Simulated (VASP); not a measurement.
A run of VASP 6.6.1 is set up as follows.

Contents of INCAR:

```
SYSTEM = BP
PREC = Accurate
ENCUT = 500
EDIFF = 1E-7
ISMEAR = 0
SIGMA = 0.02
LREAL = .FALSE.
LASPH = .TRUE.
NELM = 120
ALGO = Normal
ISIF = 3
LWAVE = .FALSE.
LCHARG = .FALSE.
GGA = CA
IBRION = 2
NSW = 100
EDIFFG = -0.002
GGA_COMPAT = .FALSE.
NELMIN = 4
```

File KPOINTS:

```
regular mesh
0
G
  10 10 10
  0 0 0
```

File POSCAR:

```
BP
1.0
    0.0000000000      2.2660723800      2.2660723800
    2.2660723800      0.0000000000      2.2660723800
    2.2660723800      2.2660723800      0.0000000000
B P
1 1
Direct
    0.0000000000      0.0000000000      0.0000000000
    0.2500000000      0.2500000000      0.2500000000
```

Potentials or basis: VASP PAW LDA potentials, release 64 (B, P).

Command:

```console
$ cat potpaw_LDA.64/B/POTCAR potpaw_LDA.64/P/POTCAR > POTCAR
$ mpirun -np 1 vasp_std > vasp.out
```

Predict the band gap on the k mesh.

1.15 eV, indirect (least direct gap 3.43 eV).

What does it give for the relaxed cell?

a = 3.175 Å, b = 3.175 Å, c = 3.175 Å, α = 60.00°, β = 60.00°, γ = 60.00°.

The path:
| step | energy change (eV) | largest force (eV/Å) | pressure (GPa) | volume (Å³) |
| --- | --- | --- | --- | --- |
| 1 | 0.0000 | 0.0000 | -4.71 | 23.27 |
| 2 | -0.0039 | 0.0000 | 3.94 | 22.14 |
| 3 | -0.0098 | 0.0000 | -0.01 | 22.62 |

A k mesh can miss the band edges. Expect the measured gap to be larger: semilocal functionals such as LDA lack the derivative discontinuity.
